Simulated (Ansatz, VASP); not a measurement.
## Cr2O3 in VASP and in Ansatz

The input INCAR:

```
SYSTEM = Cr2O3
PREC = Accurate
ENCUT = 520
EDIFF = 1E-6
ISMEAR = 0
SIGMA = 0.02
LREAL = .False.
LASPH = .True.
NELM = 150
ALGO = Normal
ISIF = 2
LWAVE = .False.
LCHARG = .False.
ISPIN = 2
MAGMOM = 3 3 -3 -3 0 0 0 0 0 0
LORBIT = 11
LMAXMIX = 4
GGA = PE
NBANDS = 57
```

KPOINTS

```
Automatic mesh
0
Gamma
  4 4 4
  0 0 0
```

File POSCAR:

```
Cr2O3
1.0
    2.4789991400      1.4312508200      4.5300000000
   -2.4789991400      1.4312508200      4.5300000000
    0.0000000000     -2.8625016500      4.5300000000
Cr O
4 6
Direct
    0.3518000000      0.3518000000      0.3518000000
    0.1482000000      0.1482000000      0.1482000000
    0.6482000000      0.6482000000      0.6482000000
    0.8518000000      0.8518000000      0.8518000000
    0.5694000000      0.9306000000      0.2500000000
    0.2500000000      0.5694000000      0.9306000000
    0.9306000000      0.2500000000      0.5694000000
    0.4306000000      0.0694000000      0.7500000000
    0.7500000000      0.4306000000      0.0694000000
    0.0694000000      0.7500000000      0.4306000000
```

Input for Ansatz:

```yaml
crystal:
  lattice:
    - [2.47899914, 1.43125082, 4.53]
    - [-2.47899914, 1.43125082, 4.53]
    - [0.0, -2.86250165, 4.53]
  atoms:
    - { symbol: Cr, position: [0.3518, 0.3518, 0.3518], spin: 3.0 }
    - { symbol: Cr, position: [0.1482, 0.1482, 0.1482], spin: 3.0 }
    - { symbol: Cr, position: [0.6482, 0.6482, 0.6482], spin: -3.0 }
    - { symbol: Cr, position: [0.8518, 0.8518, 0.8518], spin: -3.0 }
    - { symbol: O, position: [0.5694, 0.9306, 0.25] }
    - { symbol: O, position: [0.25, 0.5694, 0.9306] }
    - { symbol: O, position: [0.9306, 0.25, 0.5694] }
    - { symbol: O, position: [0.4306, 0.0694, 0.75] }
    - { symbol: O, position: [0.75, 0.4306, 0.0694] }
    - { symbol: O, position: [0.0694, 0.75, 0.4306] }
magnetization:
  spin_polarized: true
hamiltonian:
  xc: pbe
  pseudopotentials: { kind: paw }
basis:
  ecutwfc: 420
kpoints:
  mp_grid: { grid: [4, 4, 4] }
scf:
  occupations: { method: gaussian, width: 0.02 }
  lower_state_search: "off"
output:
  forces: true
  stress: true
  write_density: true
  write_potential: true
  elf: true
  volumetric_format: npy
```

Alike in both runs: task single point; functional PBE; k mesh 4 × 4 × 4; occupations gaussian, width 0.02 eV; collinear spin.

|  | VASP | Ansatz |
| --- | --- | --- |
| version | VASP 6.6.1 | Ansatz 0.2.0 |
| potentials or method | VASP PAW PBE potentials, release 64 (Cr_pv, O), cutoff 520 eV | PAW, plane waves, scalar-relativistic |
| valence electrons in the cell | 84 | 92 |

```csv
,VASP,Ansatz,Ansatz less VASP
gap on the k mesh at the Fermi level (eV),0.79,0.80,+0.004
pressure (GPa),3.8,3.2,-0.55
"traceless stress, the component that is largest in VASP (GPa)",2.22,2.40,+0.182
rms of the force components (eV/Å),0.650,0.633,-0.0172
net moment per atom (μB),0.00,0.00,0.000
size of the moment on the site where the two differ most (μB),2.63,2.18,-0.447
```

Site moments also hang on the region over which each program counts them. Atom by atom the forces differ by 0.017 eV/Å (rms over components). VASP's potentials hold 84 valence electrons a cell and Ansatz's 92, so a difference there can come from the potentials and not from the codes.
